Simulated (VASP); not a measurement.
Si (a cell with a defect): single point with PBEsol

The system is Si (a cell with a defect).

```xyz
17
Lattice="0.0000 5.4300 5.4300 5.4300 0.0000 5.4300 5.4300 5.4300 0.0000" Properties=species:S:1:pos:R:3 pbc="T T T"
Si    0.0175   -0.0478   -0.0470
Si    1.4616    1.2552    1.2617
Si    2.7629    2.7007   -0.0475
Si    4.0428    4.1042    1.3086
Si    2.7643   -0.0497    2.7098
Si    4.0418    1.3122    4.1107
Si    5.2955    2.8484    2.8498
Si    6.8298    4.1050    4.1106
Si    0.1087    2.6079    2.6129
Si    1.3225    4.0140    4.0176
Si    2.6471    5.5032    2.6236
Si    4.1316    6.8255    4.0171
Si    2.6522    2.6312    5.5104
Si    4.1314    4.0135    6.8341
Si    5.5082    5.4947    5.5073
Si    6.6359    6.9359    6.9333
Si    3.8703    4.2690    4.2605
```

```
Program             : VASP 6.6.1
Task                : single point
Functional          : PBEsol
Potentials or basis : VASP PAW PBE potentials, release 64 (Si)
Cutoff              : 520 eV
k mesh              : 2 × 2 × 2
Occupations         : fermi-dirac, width 0.05 eV
Spin                : no spin polarisation
```

```json
{
 "Pressure": "3.1 GPa",
 "Largest force": "0.285 eV/Å",
 "Band gap on the k mesh": "zero (bands 34 and 35 overlap by 0.15 eV)"
}
```

Forces on the atoms (eV/Å):
```
Si  -0.015  0.022  0.026
Si  -0.058  0.058  0.051
Si  -0.022  0.015  0.026
Si   0.000 -0.002  0.026
Si  -0.026  0.025  0.018
Si   0.006  0.024 -0.004
Si   0.078 -0.076 -0.079
Si  -0.024 -0.007 -0.002
Si  -0.043  0.045  0.050
Si  -0.008  0.033  0.027
Si   0.006 -0.016  0.076
Si  -0.036  0.008  0.029
Si  -0.002  0.072 -0.028
Si  -0.030  0.030  0.009
Si  -0.069 -0.003 -0.026
Si   0.061 -0.060 -0.059
Si   0.182 -0.170 -0.140
```

Stress tensor (GPa, compression positive):
```
 3.14  0.17  0.19
 0.17  3.13 -0.20
 0.19 -0.20  3.09
```

Levels at points of the mesh, in eV from the Fermi level:
| k point | band 31 | band 32 | band 33 | band 34 | band 35 | band 36 | band 37 | band 38 |
| --- | --- | --- | --- | --- | --- | --- | --- | --- |
| (0.00, 0.00, 0.00) | -0.81 | -0.70 | -0.69 | -0.39 | -0.11 | -0.10 | 0.09 | 0.10 |
| (0.50, 0.00, 0.00) | -1.45 | -1.29 | -1.29 | -0.31 | 0.40 | 0.44 | 1.07 | 1.07 |
| (0.00, 0.50, 0.00) | -1.36 | -1.34 | -1.13 | -0.19 | 0.30 | 0.77 | 0.82 | 0.91 |
| (0.00, 0.00, 0.50) | -1.36 | -1.33 | -1.13 | -0.19 | 0.29 | 0.77 | 0.81 | 0.91 |
| (0.50, 0.50, 0.50) | -1.36 | -1.33 | -1.12 | -0.19 | 0.28 | 0.78 | 0.81 | 0.91 |
| (0.50, 0.50, 0.00) | -1.89 | -1.74 | -0.86 | 0.03 | 0.59 | 1.14 | 1.25 | 1.28 |
| (0.00, 0.50, 0.50) | -1.89 | -1.75 | -0.87 | 0.04 | 0.59 | 1.13 | 1.25 | 1.27 |
| (0.50, 0.00, 0.50) | -1.89 | -1.74 | -0.87 | 0.04 | 0.59 | 1.13 | 1.25 | 1.28 |

It took 3.8 min on 1 thread of Intel(R) Xeon(R) Platinum 8488C (Sapphire Rapids), with other jobs on the host, peak memory 0.46 GiB.

Caveat: the k points lie up to 0.50 Å⁻¹ apart; the PAW data sets were made with another functional, which shifts forces and pressure a little.
